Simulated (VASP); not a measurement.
Here is a VASP 6.6.1 calculation.

File INCAR:

```
PREC = Accurate
ENCUT = 520
EDIFF = 1E-6
ISMEAR = 0
SIGMA = 0.2
LREAL = F
LASPH = T
NELM = 80
ALGO = Normal
ISIF = 2
LWAVE = F
LCHARG = T
GGA = PE
LELF = T
LVHAR = T
NBANDS = 34
```

KPOINTS

```
Automatic mesh
0
Gamma
  5 5 4
```

Contents of POSCAR:

```
Zn2Sb3O2
1.0
    2.2540581602    -10.4501453111      0.0000000000
    2.2540581602     10.4501453111      0.0000000000
    0.0000000000      0.0000000000      3.1312817078
Zn Sb O
2 3 2
Direct
    0.1283729293      0.8716270707      0.0000000000
    0.8716270707      0.1283729293      0.0000000000
    0.6997453824      0.3002546176      0.5000000000
    0.3002546176      0.6997453824      0.5000000000
    0.5000000000      0.5000000000      0.5000000000
    0.6018470584      0.3981529416      0.5000000000
    0.3981529416      0.6018470584      0.5000000000
```

Potentials or basis: VASP PAW PBE potentials, release 64 (Zn, Sb, O).

Run with:

```console
$ cat potpaw_PBE.64/Zn/POTCAR potpaw_PBE.64/Sb/POTCAR potpaw_PBE.64/O/POTCAR > POTCAR
$ mpirun -np 1 vasp_std > vasp.out
```

Task: What does it give for the pressure?

Result: 0.0 GPa.

Task: Estimate the largest force.

Result: 0.106 eV/Å.

Forces on the atoms (eV/Å):
```
Zn   0.000 -0.013  0.000
Zn   0.000  0.013  0.000
Sb   0.000 -0.042  0.000
Sb   0.000  0.042  0.000
Sb   0.000  0.000  0.000
O    0.000  0.106  0.000
O    0.000 -0.106  0.000
```

Caveat: the k points lie up to 0.50 Å⁻¹ apart; an odd number of electrons without spin polarisation forces a metal; a magnetic or distorted state may lie lower.
